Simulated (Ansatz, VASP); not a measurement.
## One calculation of W2C, two programs

```xyz
3
Lattice="2.8535 0.0000 0.0000 -1.4268 2.4712 0.0000 0.0000 0.0000 4.3485" Properties=species:S:1:pos:R:3 pbc="T T T"
W     0.0000    1.6475    3.2454
W     1.4268    0.8237    1.1031
C     0.0000    0.0000    0.0000
```

Alike in both runs: task single point; functional PBE; k mesh 6 × 6 × 4; occupations gaussian, width 0.1 eV; no spin polarisation.

```csv
,VASP,Ansatz
version,VASP 6.6.1,Ansatz 0.2.0
potentials or method,"VASP PAW PBE potentials, release 64 (W_sv, C), cutoff 600 eV","scalar-relativistic, plane waves, PAW"
valence electrons in the cell,32,32
```

Ansatz gave:

```
gap on the k mesh at the Fermi level (eV) : none
rms of the force components (eV/Å)        : 1.140
```

Task: What did VASP give for the same quantities?

Result: gap on the k mesh at the Fermi level (eV): none; rms of the force components (eV/Å): 1.196.

Atom by atom the forces differ by 0.056 eV/Å (rms over components). A gap of «none» marks a metal or a gap that the smearing closes. With one functional, cell and mesh, what is left measures potentials, basis and numerics.

The k mesh is coarse, so the values compare programs but aren't converged. Spin-orbit coupling is off throughout.
